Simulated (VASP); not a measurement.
# Ni (Fm-3m) in VASP: further runs

The runs below take Ni through relaxation of cell and atoms, single point, with PBE, PBE0.

Everything below comes from runs of VASP 6.6.1. Logs are shortened: lines on timing, memory, paths and dates and some standing lists are left out, and cuts for length are marked.

### 1 The cell of the first run

The structure is cubic, space group Fm-3m (No. 225). Conventional cell: a = 3.475 Å, b = 3.475 Å, c = 3.475 Å, α = 90.00°, β = 90.00°, γ = 90.00°. Ni (site symmetry m-3m) has 12 Ni at 2.46 Å within 3.2 Å.

### 2 Relaxation of cell and atoms, PBE, collinear spin, ferromagnetic start, target pressure 10 GPa, at which the enthalpy is minimised

The input, INCAR:

```
  PREC = Accurate
  ENCUT = 600
  EDIFF = 1E-7
  ISMEAR = -1
  SIGMA = 0.05
  LREAL = False
  LASPH = True
  NELM = 150
  ALGO = Normal
  ISIF = 3
  LWAVE = False
  LCHARG = False
  ISPIN = 2
  MAGMOM = 1
  LORBIT = 11
  LMAXMIX = 4
  GGA = PE
  IBRION = 2
  NSW = 60
  EDIFFG = -0.01
  PSTRESS = 100.0
```

The input, KPOINTS:

```
Automatic mesh
0
Gamma
  13 13 13
```

The input, POSCAR:

```
Ni
1.0
    0.0000000000      1.7375729330      1.7375729330
    1.7375729330      0.0000000000      1.7375729330
    1.7375729330      1.7375729330      0.0000000000
Ni
1
Direct
    0.0000000000      0.0000000000      0.0000000000
```

Potentials or basis: VASP PAW PBE potentials, release 64 (Ni).

On the command line:

```bash
> cat potpaw_PBE.64/Ni/POTCAR > POTCAR
> mpirun -np 1 vasp_std > vasp.out
```

OUTCAR:

```text
PREC = Accurate
   ENCUT = 600
   EDIFF = 1E-7
   ISMEAR = -1
   LREAL = False
   LASPH = True
   NELM = 150
   ISIF = 3
   ISPIN = 2
   LORBIT = 11
   GGA = PE
   IBRION = 2
   NSW = 60
   EDIFFG = -0.01
   PSTRESS = 100.0

 ion  position               nearest neighbor table
   1  0.000  0.000  0.000-

  LATTYP: Found a face centered cubic cell.
 ALAT       =     3.4751458660

  Lattice vectors:

 A1 = (   0.0000000000,   1.7375729330,   1.7375729330)
 A2 = (   1.7375729330,   0.0000000000,   1.7375729330)
 A3 = (   1.7375729330,   1.7375729330,   0.0000000000)

Analysis of symmetry for initial positions (statically):
=====================================================================
 Subroutine PRICEL returns:
 Original cell was already a primitive cell.

 Routine SETGRP: Setting up the symmetry group for a
 face centered cubic supercell.

 Subroutine GETGRP returns: Found 48 space group operations
 (whereof 48 operations were pure point group operations)
 out of a pool of 48 trial point group operations.

The static configuration has the point symmetry O_h .

Analysis of symmetry for dynamics (positions and initial velocities):
=====================================================================
 Subroutine PRICEL returns:
 Original cell was already a primitive cell.

 Routine SETGRP: Setting up the symmetry group for a
 face centered cubic supercell.

 Subroutine GETGRP returns: Found 48 space group operations
 (whereof 48 operations were pure point group operations)
 out of a pool of 48 trial point group operations.

The dynamic configuration has the point symmetry O_h .

Analysis of structural, dynamic, and magnetic symmetry:
=====================================================================
 Subroutine PRICEL returns:
 Original cell was already a primitive cell.

 Routine SETGRP: Setting up the symmetry group for a
 face centered cubic supercell.

 Subroutine GETGRP returns: Found 48 space group operations
 (whereof 48 operations were pure point group operations)
 out of a pool of 48 trial point group operations.

The overall configuration has the point symmetry O_h .

 Subroutine INISYM returns: Found 48 space group operations
 (whereof 48 operations are pure point group operations),
 and found     1 'primitive' translations

----------------------------------------------------------------------------------------

                                     Primitive cell

  volume of cell :      10.4920

  direct lattice vectors                    reciprocal lattice vectors
     0.000000000  1.737572933  1.737572933    -0.287757705  0.287757705  0.287757705
     1.737572933  0.000000000  1.737572933     0.287757705 -0.287757705  0.287757705
     1.737572933  1.737572933  0.000000000     0.287757705  0.287757705 -0.287757705

  length of vectors
     2.457299207  2.457299207  2.457299207     0.498410966  0.498410966  0.498410966

  position of ions in fractional coordinates (direct lattice)
     0.000000000  0.000000000  0.000000000

  ion indices of the primitive-cell ions
   primitive index   ion index
                 1           1

----------------------------------------------------------------------------------------

 KPOINTS: Automatic mesh

Automatic generation of k-mesh.
 Grid dimensions read from file:
 generate k-points for:   13   13   13

 Generating k-lattice:

  Cartesian coordinates                     Fractional coordinates (reciprocal lattice)
    -0.022135208  0.022135208  0.022135208     0.076923077  0.000000000  0.000000000
     0.022135208 -0.022135208  0.022135208     0.000000000  0.076923077  0.000000000
     0.022135208  0.022135208 -0.022135208     0.000000000  0.000000000  0.076923077

  Length of vectors
     0.038339305  0.038339305  0.038339305

  Shift w.r.t. Gamma in fractional coordinates (k-lattice)
     0.000000000  0.000000000  0.000000000

 Subroutine IBZKPT returns following result:
 ===========================================

 Found     84 irreducible k-points:

 Following reciprocal coordinates:
            Coordinates               Weight
  0.000000  0.000000  0.000000      1.000000
  0.076923  0.000000  0.000000      8.000000
  0.153846  0.000000  0.000000      8.000000
  0.230769  0.000000  0.000000      8.000000
  0.307692  0.000000  0.000000      8.000000
  0.384615  0.000000  0.000000      8.000000
[... 16 lines left out ...]
  0.384615  0.153846  0.000000     24.000000
  0.461538  0.153846  0.000000     24.000000
 [... further k-points ...]
   k-points           NKPTS =     84   k-points in BZ     NKDIM =     84   number of bands    NBANDS=     10
   number of dos      NEDOS =    301   number of ions     NIONS =      1
   total plane-waves  NPLWV =   8000
   dimension x,y,z NGX =    20 NGY =   20 NGZ =   20
   dimension x,y,z NGXF=    40 NGYF=   40 NGZF=   40
   ions per type =               1
   NGX,Y,Z   is equivalent  to a cutoff of  13.53, 13.53, 13.53 a.u.
   NGXF,Y,Z  is equivalent  to a cutoff of  27.06, 27.06, 27.06 a.u.
 SYSTEM =  unknown system
   PREC   = accura    normal or accurate (medium, high low for compatibility)
   ISTART =      0    job   : 0-new  1-cont  2-samecut
   ICHARG =      2    charge: 1-file 2-atom 10-const
   ISPIN  =      2    spin polarized calculation?
   LNONCOLLINEAR =      F non collinear calculations
   LSORBIT =      F    spin-orbit coupling
   LASPH  =      T    aspherical Exc in radial PAW
   ENCUT  =  600.0 eV  44.10 Ry    6.64 a.u.   4.91  4.91  4.91*2*pi/ulx,y,z
   NELM   =    150;   NELMIN=  2; NELMDL= -5     # of ELM steps
   EDIFF  = 0.1E-06   stopping-criterion for ELM
   LREAL  =      F    real-space projection
   EDIFFG = -.1E-01   stopping-criterion for IOM
   NSW    =     60    number of steps for IOM
   IBRION =      2    ionic relax: 0-MD 1-quasi-New 2-CG
   NFREE  =      1    steps in history (QN), initial steepest desc. (CG)
   ISIF   =      3    stress and relaxation
   ISYM   =      2    0-nonsym 1-usesym 2-fastsym
   POTIM  = 0.5000    time-step for ionic-motion
   TEBEG  =    0.0;   TEEND  =   0.0 temperature during run
   PSTRESS=  100.0 pullay stress
   NELECT =      10.0000    total number of electrons
   NUPDOWN=      -1.0000    fix difference up-down
   EMIN   =  10.00;   EMAX   =-10.00  energy-range for DOS
   EFERMI =   0.00;   METHOD = LEGACY
   ISMEAR =    -1;   SIGMA  =   0.05  broadening in eV -4-tet -1-fermi 0-gaus
   EFERMI_NEDOS =   21; number of points for ismear=-14 and -15
   IALGO  =     38    algorithm
   IMIX   =      4    mixing-type and parameters
     AMIX     =   0.40;   BMIX     =  1.00
     AMIX_MAG =   1.60;   BMIX_MAG =  1.00
  volume/ion in A,a.u.               =      10.49        70.80
  Fermi-wavevector in a.u.,A,eV,Ry     =   1.611097  3.044533 35.315755  2.595635
  Thomas-Fermi vector in A             =   2.706542
   LORBIT       =     11    0 simple, 1 ext, 2 COOP (PROOUT), +10 PAW based schemes
   GGA     = PE    functional components
   LHFCALC =     F    Hartree Fock is set to
   AEXX    =    0.0000 exact exchange contribution
   IVDW    =     0    specifies the selected vdW correction
   LEPSILON=     F    determine dielectric tensor
   LRPA    =     F    only Hartree local field effects (RPA)
 conjugate gradient relaxation of ions
 spin polarized calculation
  energy-cutoff  :      600.00
  volume of cell :       10.49
 maximum number of plane-waves:       365
   NGX =  9   NGY =  9   NGZ =  9

--------------------------------------- Ionic step        1  -------------------------------------------

 number of electron      10.0000000 magnetization       1.0000000

 number of electron       9.9999999 magnetization       0.6231104

 Free energy of the ion-electron system (eV)
  ---------------------------------------------------
  ext. energy  EPLUGINS =         0.00000000
  ---------------------------------------------------
  free energy    TOTEN  =        -5.47037381 eV

  energy without entropy =       -5.45766273  energy(sigma->0) =       -5.46401827

 E-fermi :   9.9025     XC(G=0): -13.4710

 val. band max:        9.9008089725   @ k =   0.3846   0.3846   0.0000
 cond. band min:       9.9210943280   @ k =  -0.3846   0.3077   0.0000
 fundamental gap:      0.0202853554
 Fermi energy:         9.9024996096

 spin component 1

 k-point     1 :       0.0000    0.0000    0.0000
  band No.  band energies     occupation
      1       0.6311      1.00000
      2       7.3744      1.00000
      3       7.3744      1.00000
      4       7.3744      1.00000
      5       8.6115      1.00000
      6       8.6115      1.00000
      7      33.9266      0.00000
      8      38.0763      0.00000
      9      38.0763      0.00000
     10      38.0763      0.00000

 k-point     2 :       0.0769    0.0000    0.0000
  band No.  band energies     occupation
      1       0.8685      1.00000
      2       7.3120      1.00000
      3       7.4276      1.00000
      4       7.4276      1.00000
      5       8.5892      1.00000
      6       8.5892      1.00000
      7      33.1030      0.00000
      8      35.8038      0.00000
      9      37.5831      0.00000
     10      37.5831      0.00000

 k-point     3 :       0.1538    0.0000    0.0000
  band No.  band energies     occupation
      1       1.5587      1.00000
      2       7.1611      1.00000
      3       7.5472      1.00000
      4       7.5472      1.00000
      5       8.5610      1.00000
      6       8.5610      1.00000
      7      29.6759      0.00000
      8      34.8374      0.00000
      9      36.7716      0.00000
     10      36.7716      0.00000
[... 639 lines left out ...]
 VOLUME and BASIS-vectors are now :
 -----------------------------------------------------------------------------
  energy-cutoff  :      600.00
  volume of cell :       10.28
      direct lattice vectors                 reciprocal lattice vectors
    -0.000000000  1.725646818  1.725646818    -0.289746427  0.289746427  0.289746427
     1.725646818  0.000000000  1.725646818     0.289746427 -0.289746427  0.289746427
     1.725646818  1.725646818  0.000000000     0.289746427  0.289746427 -0.289746427

 POSITION                                       TOTAL-FORCE (eV/Angst)
 -----------------------------------------------------------------------------------
      1.72565      1.72565      3.45129        -0.000000     -0.000000      0.000000
 -----------------------------------------------------------------------------------
    total drift:                               -0.000000     -0.000000      0.000000

  FREE ENERGIE OF THE ION-ELECTRON SYSTEM (eV)
  ---------------------------------------------------
  free  energy   TOTEN  =        -5.4565508634 eV

  energy  without entropy=       -5.4441931340  energy(sigma->0) =       -5.45037200

  enthalpy is  TOTEN    =        -4.8150826247 eV   P V=        0.6414682387

--------------------------------------- Ionic step        3  -------------------------------------------

 number of electron       9.9999996 magnetization       0.6226181

 Free energy of the ion-electron system (eV)
  ---------------------------------------------------
  ext. energy  EPLUGINS =         0.00000000
  ---------------------------------------------------
  free energy    TOTEN  =        -5.46511127 eV

  energy without entropy =       -5.45255530  energy(sigma->0) =       -5.45883328

 E-fermi :  10.0362     XC(G=0): -13.5253

 val. band max:       10.0331923905   @ k =   0.3846   0.3846   0.0000
 cond. band min:      10.0542797760   @ k =  -0.3846   0.3077   0.0000
 fundamental gap:      0.0210873856
 Fermi energy:        10.0362302424

 spin component 1

 k-point     1 :       0.0000    0.0000    0.0000
  band No.  band energies     occupation
      1       0.7001      1.00000
      2       7.4843      1.00000
      3       7.4843      1.00000
      4       7.4843      1.00000
      5       8.7369      1.00000
      6       8.7369      1.00000
      7      34.1370      0.00000
      8      38.3586      0.00000
      9      38.3586      0.00000
     10      38.3586      0.00000

 k-point     2 :       0.0769    0.0000    0.0000
  band No.  band energies     occupation
      1       0.9390      1.00000
      2       7.4210      1.00000
      3       7.5383      1.00000
      4       7.5383      1.00000
      5       8.7142      1.00000
      6       8.7142      1.00000
      7      33.3304      0.00000
      8      36.0644      0.00000
      9      37.8703      0.00000
     10      37.8703      0.00000

 k-point     3 :       0.1538    0.0000    0.0000
  band No.  band energies     occupation
      1       1.6337      1.00000
      2       7.2677      1.00000
      3       7.6594      1.00000
      4       7.6594      1.00000
      5       8.6855      1.00000
      6       8.6855      1.00000
      7      29.9197      0.00000
      8      35.0677      0.00000
      9      37.0633      0.00000
     10      37.0633      0.00000
[... 602 lines left out ...]
 VOLUME and BASIS-vectors are now :
 -----------------------------------------------------------------------------
  energy-cutoff  :      600.00
  volume of cell :       10.40
      direct lattice vectors                 reciprocal lattice vectors
    -0.000000000  1.732329189  1.732329189    -0.288628745  0.288628745  0.288628745
     1.732329189  0.000000000  1.732329189     0.288628745 -0.288628745  0.288628745
     1.732329189  1.732329189  0.000000000     0.288628745  0.288628745 -0.288628745

 POSITION                                       TOTAL-FORCE (eV/Angst)
 -----------------------------------------------------------------------------------
      0.00000      0.00000      0.00000        -0.000000      0.000000      0.000000
 -----------------------------------------------------------------------------------
    total drift:                                0.000000     -0.000000      0.000000

  FREE ENERGIE OF THE ION-ELECTRON SYSTEM (eV)
  ---------------------------------------------------
  free  energy   TOTEN  =        -5.4651112721 eV

  energy  without entropy=       -5.4525552956  energy(sigma->0) =       -5.45883328

  enthalpy is  TOTEN    =        -4.8161621007 eV   P V=        0.6489491715

 reached required accuracy - stopping structural energy minimisation

 total charge

# of ion       s       p       d       tot
------------------------------------------
    1        0.518   0.540   8.337   9.394

 magnetization (x)

# of ion       s       p       d       tot
------------------------------------------
    1       -0.005  -0.024   0.659   0.630
```

It took 78 s on 1 thread of Intel Xeon 8259CL, shared host; peak memory 0.15 GiB.

What came out:

```yaml
Free_energy: -5.4651 eV
Relaxed_volume: 10.40 Å³/atom
Relaxed_cell: a = 2.450 Å, b = 2.450 Å, c = 2.450 Å, α = 60.00°, β = 60.00°, γ = 60.00°
Space_group_after_relaxing_to_0.1_Å: Fm-3m (No. 225)
Energy_change_on_relaxing_the_run_minimises_the_enthalpy: +5.3 meV/atom
Ionic_steps: 3
Pressure_after_relaxing: 10.0 GPa
Net_moment: 0.62 μB per cell
Site_moments: Ni +0.63 μB
Valence_electrons_inside_the_program's_atomic_spheres: Ni 9.39
```

Step by step:
```csv
step,energy change (eV),largest force (eV/Å),pressure (GPa),volume (Å³)
1,0.0000,0.0000,7.83,10.49
2,0.0138,0.0000,12.94,10.28
3,0.0053,0.0000,10.01,10.40
```

Final structure:
```xyz
1
Lattice="0.0000 1.7323 1.7323 1.7323 0.0000 1.7323 1.7323 1.7323 0.0000" Properties=species:S:1:pos:R:3 pbc="T T T"
Ni    0.0000    0.0000    0.0000
```

Caveat: the cell is relaxed towards a set pressure, so the run minimises the enthalpy, not the energy.

[end of part 1 of 2]
